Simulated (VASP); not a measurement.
Input of a VASP 6.6.1 run:

File INCAR:

```
  ALGO = Normal
  EDIFF = 1E-7
  ENCUT = 520
  GGA = CA
  ISIF = 2
  ISMEAR = 0
  LASPH = T
  LCHARG = F
  LREAL = F
  LWAVE = F
  NBANDS = 35
  NELM = 80
  PREC = Accurate
  SIGMA = 0.05
```

Contents of KPOINTS:

```
k-points
0
Gamma
  6 6 8
```

File POSCAR:

```
SnO2
1.0
    4.7924604755      0.0000000000      0.0000000000
    0.0000000000      4.7929689394      0.0000000000
    0.0000000000      0.0000000000      3.2376852524
Sn O
2 4
Direct
    0.5000000000      0.5000000000      0.5000000000
    0.0000000000      0.0000000000      0.0000000000
    0.3059920358      0.2715746941      0.0000000000
    0.8059920358      0.2284253059      0.5000000000
    0.1940079642      0.7715746941      0.5000000000
    0.6940079642      0.7284253059      0.0000000000
```

Potentials or basis: VASP PAW LDA potentials, release 64 (Sn_d, O).

Run with:

```console
$ cat potpaw_LDA.64/Sn_d/POTCAR potpaw_LDA.64/O/POTCAR > POTCAR
$ mpirun -np 1 vasp_std > vasp.out
```

Q: Predict the largest force.

A: 2.294 eV/Å.

Q: Predict the pressure.

A: -7.5 GPa.

Stress tensor (GPa, compression positive):
```
 -2.94   0.00   0.00
  0.00  -8.47   0.00
  0.00   0.00 -10.96
```

Caveat: the cell differs from its parent crystal (atoms shifted along a free coordinate); the stress differs along the axes, from -11 to -3 GPa; forces of over 1 eV/Å act on the atoms, so gaps and moduli don't describe the material at rest.
